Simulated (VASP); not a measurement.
# TiC (P1) in VASP: further runs

Runs on TiC. Level: LDA. Tasks: single point.

Program: VASP 6.6.1. These are calculated values, not measurements. Logs are shortened: lines on timing, memory, paths and dates and some standing lists are left out, and cuts for length are marked.

## (1) The cell of the first run

The typed cell holds 2 atoms: a = 3.016 Å, b = 3.173 Å, c = 3.079 Å, α = 58.04°, β = 57.79°, γ = 60.38°.

## (2) Single point, LDA

Contents of INCAR:

```
SYSTEM = TiC
PREC = Accurate ; ENCUT = 600
EDIFF = 1E-6 ; ISMEAR = 1
SIGMA = 0.1 ; LREAL = .FALSE.
LASPH = .TRUE. ; NELM = 120
ALGO = Normal ; ISIF = 2
LWAVE = .FALSE. ; LCHARG = .FALSE.
GGA = CA ; NBANDS = 15
GGA_COMPAT = .FALSE.
```

Contents of KPOINTS:

```
Automatic mesh
0
G
  8 8 8
  0 0 0
```

Contents of POSCAR:

```
TiC
1.0
    0.0675900000      2.1587200000      2.1056100000
    2.2940800000     -0.0189200000      2.1921100000
    2.2008300000      2.1519700000      0.0743300000
Ti C
1 1
Direct
    0.0063600000      0.0006500000      0.9976700000
    0.5135800000      0.5002000000      0.4982600000
```

Potentials or basis: VASP PAW LDA potentials, release 64 (Ti_sv, C).

Run with:

```bash
cat potpaw_LDA.64/Ti_sv/POTCAR potpaw_LDA.64/C/POTCAR > POTCAR
mpirun -np 1 vasp_std > vasp.out
```

OUTCAR:

```text
SYSTEM = TiC
   PREC = Accurate
   ENCUT = 600
   EDIFF = 1E-6
   ISMEAR = 1
   LREAL = .FALSE.
   LASPH = .TRUE.
   NELM = 120
   ISIF = 2
   GGA = CA

 ion  position               nearest neighbor table
   1  0.006  0.001  0.998-   2 2.10   2 2.13   2 2.15   2 2.18   2 2.21   2 2.22
   2  0.514  0.500  0.498-   1 2.10   1 2.13   1 2.15   1 2.18   1 2.21   1 2.22

  LATTYP: Found a triclinic cell.
 ALAT       =     5.3366577533
 B/A-ratio  =     0.5652091676
 C/A-ratio  =     0.5685606162
 COS(alpha) =     0.0241278128
 COS(beta)  =     0.2797501268
 COS(gamma) =     0.8727652998

  Lattice vectors:

 A1 = (  -2.2684200000,  -4.3106900000,  -2.1799400000)
 A2 = (  -0.0675900000,  -2.1587200000,  -2.1056100000)
 A3 = (   0.0932500000,  -2.1708900000,   2.1177800000)

Analysis of symmetry for initial positions (statically):
=====================================================================
 Subroutine PRICEL returns:
 Original cell was already a primitive cell.

 Routine SETGRP: Setting up the symmetry group for a
 triclinic supercell.

 Subroutine GETGRP returns: Found  1 space group operations
 (whereof  1 operations were pure point group operations)
 out of a pool of  2 trial point group operations.

The static configuration has the point symmetry C_1 .

Analysis of symmetry for dynamics (positions and initial velocities):
=====================================================================
 Subroutine PRICEL returns:
 Original cell was already a primitive cell.

 Routine SETGRP: Setting up the symmetry group for a
 triclinic supercell.

 Subroutine GETGRP returns: Found  1 space group operations
 (whereof  1 operations were pure point group operations)
 out of a pool of  2 trial point group operations.

The dynamic configuration has the point symmetry C_1 .

 Subroutine INISYM returns: Found  1 space group operations
 (whereof  1 operations are pure point group operations),
 and found     1 'primitive' translations

----------------------------------------------------------------------------------------

                                     Primitive cell

  volume of cell :      20.2103

  direct lattice vectors                    reciprocal lattice vectors
     0.067590000  2.158720000  2.105610000    -0.233483547  0.230276323  0.246331965
     2.294080000 -0.018920000  2.192110000     0.216264099 -0.229045424  0.227880589
     2.200830000  2.151970000  0.074330000     0.236117287  0.231678116 -0.245101111
[... 88 lines left out ...]
   IBRION =     -1    ionic relax: 0-MD 1-quasi-New 2-CG
   NFREE  =      0    steps in history (QN), initial steepest desc. (CG)
   ISIF   =      2    stress and relaxation
   ISYM   =      2    0-nonsym 1-usesym 2-fastsym
   POTIM  = 0.5000    time-step for ionic-motion
   TEBEG  =    0.0;   TEEND  =   0.0 temperature during run
   PSTRESS=    0.0 pullay stress
   NELECT =      16.0000    total number of electrons
   NUPDOWN=      -1.0000    fix difference up-down
   EMIN   =  10.00;   EMAX   =-10.00  energy-range for DOS
   EFERMI =   0.00;   METHOD = LEGACY
   ISMEAR =     1;   SIGMA  =   0.10  broadening in eV -4-tet -1-fermi 0-gaus
   EFERMI_NEDOS =   21; number of points for ismear=-14 and -15
   IALGO  =     38    algorithm
   IMIX   =      4    mixing-type and parameters
     AMIX     =   0.40;   BMIX     =  1.00
     AMIX_MAG =   1.60;   BMIX_MAG =  1.00
  volume/ion in A,a.u.               =      10.11        68.19
  Fermi-wavevector in a.u.,A,eV,Ry     =   1.514459  2.861913 31.206142  2.293587
  Thomas-Fermi vector in A             =   2.624114
   LORBIT       =      0    0 simple, 1 ext, 2 COOP (PROOUT), +10 PAW based schemes
   GGA     = CA    functional components
   LHFCALC =     F    Hartree Fock is set to
   AEXX    =    0.0000 exact exchange contribution
   IVDW    =     0    specifies the selected vdW correction
   LEPSILON=     F    determine dielectric tensor
   LRPA    =     F    only Hartree local field effects (RPA)
 non-spin polarized calculation
 Methfessel and Paxton  Order N= 1 SIGMA  =   0.10
  energy-cutoff  :      600.00
  volume of cell :       20.21
 maximum number of plane-waves:       687
   NGX = 13   NGY = 13   NGZ = 13

 number of electron      16.0000000 magnetization

 Free energy of the ion-electron system (eV)
  ---------------------------------------------------
  ext. energy  EPLUGINS =         0.00000000
  ---------------------------------------------------
  free energy    TOTEN  =       -20.41879793 eV

  energy without entropy =      -20.41882133  energy(sigma->0) =      -20.41880573

 E-fermi :   9.3556     XC(G=0): -13.0011

 val. band max:        9.3375159752   @ k =   0.0000   0.3750   0.3750
 cond. band min:       9.3558671223   @ k =   0.0000   0.1250  -0.0000
 fundamental gap:      0.0183511471
 Fermi energy:         9.3556385838

 k-point     1 :       0.0000    0.0000    0.0000
  band No.  band energies     occupation
      1     -46.5563      2.00000
      2     -23.0053      2.00000
      3     -22.9565      2.00000
      4     -22.9127      2.00000
      5      -2.9425      2.00000
      6       9.5349     -0.02944
      7       9.8429     -0.00000
      8      10.3299     -0.00000
      9      10.6916     -0.00000
     10      10.8332     -0.00000
     11      11.0143     -0.00000
     12      11.1987     -0.00000
     13      11.4146      0.00000
     14      20.0393      0.00000
[... 401 lines left out ...]
      2     -23.2809      2.00000
      3     -23.1208      2.00000
      4     -23.0839      2.00000
      5      -0.7263      2.00000
      6       5.4594      2.00000
      7       7.2514      2.00000
      8       8.2860      2.00000
      9       9.6952     -0.00002
     10      11.9987      0.00000
     11      13.1173      0.00000
     12      13.6803      0.00000
     13      16.1153      0.00000
     14      22.5474      0.00000
     15      23.4213      0.00000

 [... further k-points ...]
[... 5 lines left out ...]
  --------------------------------------------------------------------------------------
  -------------------------------------------------------------------------------------
  Total       -2.2825169     -1.4031198     -0.0737440      0.2831614      0.1380858     -1.6413641
  in kB     -180.9476134   -111.2329903     -5.8460932     22.4477547     10.9468159   -130.1199172
  external PRESSURE =     -99.3422323 kB  Pullay stress =       0.0000000 kB

 VOLUME and BASIS-vectors are now :
 -----------------------------------------------------------------------------
  energy-cutoff  :      600.00
  volume of cell :       20.21
      direct lattice vectors                 reciprocal lattice vectors
     0.067590000  2.158720000  2.105610000    -0.233483547  0.230276323  0.246331965
     2.294080000 -0.018920000  2.192110000     0.216264099 -0.229045424  0.227880589
     2.200830000  2.151970000  0.074330000     0.236117287  0.231678116 -0.245101111

 POSITION                                       TOTAL-FORCE (eV/Angst)
 -----------------------------------------------------------------------------------
      2.19762      2.16067      0.08897         0.016050      0.160321      0.161296
      2.27880      2.17145      2.21493        -0.016050     -0.160321     -0.161296
 -----------------------------------------------------------------------------------
    total drift:                                0.000055     -0.000082      0.000027

  FREE ENERGIE OF THE ION-ELECTRON SYSTEM (eV)
  ---------------------------------------------------
  free  energy   TOTEN  =       -20.4187979313 eV

  energy  without entropy=      -20.4188213271  energy(sigma->0) =      -20.41880573
```

stdout:

```text
POSCAR found type information on POSCAR TiC
 POSCAR found :  2 types and       2 ions
 scaLAPACK will be used
 LDA part: xc-table for (Slater(with rela. corr.)+CA(PZ))
 , standard interpolation
 POSCAR, INCAR and KPOINTS ok, starting setup
 FFT: planning ... GRIDC
 FFT: planning ... GRID_SOFT
 FFT: planning ... GRID
 WAVECAR not read
 entering main loop
```

Run time: 65 s. Hardware: 1 thread of AMD EPYC 9R45 (Zen 5), shared host; peak memory 0.18 GiB.

Results:

- Free energy: -20.4188 eV
- Pressure: -9.9 GPa
- Largest force: 0.228 eV/Å
- Band gap on the k mesh: zero (band 8 reaches 10.33 eV, above the bottom of band 9 at 8.90 eV)

Forces on the atoms (eV/Å):
```
Ti   0.016  0.160  0.161
C   -0.016 -0.160 -0.161
```

Levels at points of the mesh, in eV from the Fermi level:
```
           k point  band 5  band 6  band 7  band 8  band 9  band 10  band 11  band 12
(0.00, 0.00, 0.00)  -12.30    0.18    0.49    0.97    1.34     1.48     1.66     1.84
(0.50, 0.00, 0.00)   -8.54   -5.90   -3.41   -2.91    2.64     3.08     4.32     7.81
(0.00, 0.50, 0.00)   -8.96   -5.92   -2.93   -2.45    2.47     2.91     3.92     7.64
(0.50, 0.50, 0.00)   -9.93   -3.17   -1.80   -0.30   -0.15     2.61     3.42     3.52
(0.00, 0.00, 0.50)   -8.51   -5.89   -3.44   -2.94    2.76     3.02     4.32     7.80
(0.50, 0.00, 0.50)  -10.02   -3.44   -1.75   -0.51    0.48     2.68     3.30     3.60
(0.00, 0.50, 0.50)  -10.02   -3.68   -1.71    0.08    0.17     2.64     3.32     3.50
(0.50, 0.50, 0.50)   -8.87   -5.91   -3.09   -2.49    2.43     2.99     4.03     7.69
```

## (3) Single point, LDA

Contents of INCAR:

```
SYSTEM = TiC
ALGO     = Normal         ! electronic algorithm
EDIFF    = 1E-6           ! SCF threshold, eV
ENCUT    = 600            ! plane-wave cutoff, eV
GGA      = CA             ! functional
GGA_COMPAT= .False.      
ISIF     = 2              ! what is computed and relaxed
ISMEAR   = 1              ! smearing method
LASPH    = .True.         ! aspherical terms in the spheres
LCHARG   = .False.        ! write CHGCAR
LREAL    = .False.        ! projectors in reciprocal space
LWAVE    = .False.        ! write WAVECAR
NBANDS   = 15             ! bands
NELM     = 120            ! most SCF steps
PREC     = Accurate       ! precision mode
SIGMA    = 0.1            ! smearing width, eV
```

Contents of KPOINTS:

```
k-points
0
Gamma
  8 8 8
  0 0 0
```

POSCAR: that of step 2 with these lines changed.

```diff
@@ -8,3 +8,3 @@
 Direct
-    0.0063600000      0.0006500000      0.9976700000
+    0.0073453279      0.0015615224      0.9966895956
     0.5135800000      0.5002000000      0.4982600000
```

Potentials or basis: VASP PAW LDA potentials, release 64 (Ti_sv, C).

Run with:

```bash
cat potpaw_LDA.64/Ti_sv/POTCAR potpaw_LDA.64/C/POTCAR > POTCAR
mpirun -np 1 vasp_std > vasp.out
```

OUTCAR:

```text
SYSTEM = TiC
   EDIFF = 1E-6
   ENCUT = 600
   GGA = CA
   ISIF = 2
   ISMEAR = 1
   LASPH = .True.
   LREAL = .False.
   NELM = 120
   PREC = Accurate

 ion  position               nearest neighbor table
   1  0.007  0.002  0.997-   2 2.10   2 2.12   2 2.15   2 2.18   2 2.21   2 2.22
   2  0.514  0.500  0.498-   1 2.10   1 2.12   1 2.15   1 2.18   1 2.21   1 2.22

  LATTYP: Found a triclinic cell.
 ALAT       =     5.3366577533
 B/A-ratio  =     0.5652091676
 C/A-ratio  =     0.5685606162
 COS(alpha) =     0.0241278128
 COS(beta)  =     0.2797501268
 COS(gamma) =     0.8727652998

  Lattice vectors:

 A1 = (  -2.2684200000,  -4.3106900000,  -2.1799400000)
 A2 = (  -0.0675900000,  -2.1587200000,  -2.1056100000)
 A3 = (   0.0932500000,  -2.1708900000,   2.1177800000)

Analysis of symmetry for initial positions (statically):
=====================================================================
 Subroutine PRICEL returns:
 Original cell was already a primitive cell.

 Routine SETGRP: Setting up the symmetry group for a
 triclinic supercell.

 Subroutine GETGRP returns: Found  1 space group operations
 (whereof  1 operations were pure point group operations)
[... 170 lines left out ...]

 k-point     1 :       0.0000    0.0000    0.0000
  band No.  band energies     occupation
      1     -46.5564      2.00000
      2     -23.0054      2.00000
      3     -22.9565      2.00000
      4     -22.9128      2.00000
      5      -2.9425      2.00000
      6       9.5367     -0.02741
      7       9.8468     -0.00000
      8      10.3314     -0.00000
      9      10.6944     -0.00000
     10      10.8338     -0.00000
     11      11.0099     -0.00000
     12      11.2141     -0.00000
     13      11.3916      0.00000
     14      20.0397      0.00000
[... 401 lines left out ...]
      2     -23.2810      2.00000
      3     -23.1209      2.00000
      4     -23.0839      2.00000
      5      -0.7264      2.00000
      6       5.4592      2.00000
      7       7.2514      2.00000
      8       8.2860      2.00000
      9       9.6953     -0.00002
     10      11.9987      0.00000
     11      13.1171      0.00000
     12      13.6801      0.00000
     13      16.1157      0.00000
     14      22.5484      0.00000
     15      23.4215      0.00000

 [... further k-points ...]
[... 5 lines left out ...]
  --------------------------------------------------------------------------------------
  -------------------------------------------------------------------------------------
  Total       -2.2832006     -1.4031862     -0.0780589      0.2830520      0.1399733     -1.6416334
  in kB     -181.0018112   -111.2382501     -6.1881555     22.4390823     11.0964481   -130.1412660
  external PRESSURE =     -99.4760723 kB  Pullay stress =       0.0000000 kB

 VOLUME and BASIS-vectors are now :
 -----------------------------------------------------------------------------
  energy-cutoff  :      600.00
  volume of cell :       20.21
      direct lattice vectors                 reciprocal lattice vectors
     0.067590000  2.158720000  2.105610000    -0.233483547  0.230276323  0.246331965
     2.294080000 -0.018920000  2.192110000     0.216264099 -0.229045424  0.227880589
     2.200830000  2.151970000  0.074330000     0.236117287  0.231678116 -0.245101111

 POSITION                                       TOTAL-FORCE (eV/Angst)
 -----------------------------------------------------------------------------------
      2.19762      2.16067      0.09297         0.012950      0.160661      0.116041
      2.27880      2.17145      2.21493        -0.012950     -0.160661     -0.116041
 -----------------------------------------------------------------------------------
    total drift:                                0.000057     -0.000077      0.000019

  FREE ENERGIE OF THE ION-ELECTRON SYSTEM (eV)
  ---------------------------------------------------
  free  energy   TOTEN  =       -20.4193526834 eV

  energy  without entropy=      -20.4193857171  energy(sigma->0) =      -20.41936369
```

OSZICAR:

```text
N       E                     dE             d eps       ncg     rms          rms(c)
DAV:   1     0.123456620753E+03    0.12346E+03   -0.87114E+03  7800   0.141E+03
DAV:   2    -0.177928361045E+02   -0.14125E+03   -0.13252E+03  8248   0.351E+02
DAV:   3    -0.256989608698E+02   -0.79061E+01   -0.77601E+01 10412   0.800E+01
DAV:   4    -0.259455810340E+02   -0.24662E+00   -0.24635E+00  9682   0.130E+01
DAV:   5    -0.259518271566E+02   -0.62461E-02   -0.62432E-02 10398   0.184E+00    0.181E+01
DAV:   6    -0.211995913758E+02    0.47522E+01   -0.11848E+01 11372   0.564E+01    0.722E+00
DAV:   7    -0.204762781686E+02    0.72331E+00   -0.21949E+00  9368   0.219E+01    0.496E+00
DAV:   8    -0.204449107571E+02    0.31367E-01   -0.12331E-01  8794   0.357E+00    0.344E+00
DAV:   9    -0.204229393115E+02    0.21971E-01   -0.10337E-01 10929   0.417E+00    0.717E-01
DAV:  10    -0.204216753666E+02    0.12639E-02   -0.10090E-02 10030   0.131E+00    0.608E-01
DAV:  11    -0.204194929599E+02    0.21824E-02   -0.32688E-03  9110   0.854E-01    0.162E-01
DAV:  12    -0.204193726793E+02    0.12028E-03   -0.32062E-04 11105   0.257E-01    0.402E-02
DAV:  13    -0.204193525601E+02    0.20119E-04   -0.45691E-05 10660   0.984E-02    0.105E-02
DAV:  14    -0.204193526834E+02   -0.12325E-06   -0.36522E-06  8577   0.195E-02
   1 F= -.20419353E+02 E0= -.20419364E+02  d E =0.330337E-04
```

Run time: 65 s. Hardware: 1 thread of AMD EPYC 9R45 (Zen 5), shared host; peak memory 0.18 GiB.

What came out:

```yaml
Free_energy: -20.4194 eV
Pressure: -9.9 GPa
Largest_force: 0.199 eV/Å
Band_gap_on_the_k_mesh: zero (band 8 reaches 10.33 eV, above the bottom of band 9 at 8.90 eV)
```

Forces on the atoms (eV/Å):
```
Ti   0.013  0.161  0.116
C   -0.013 -0.161 -0.116
```
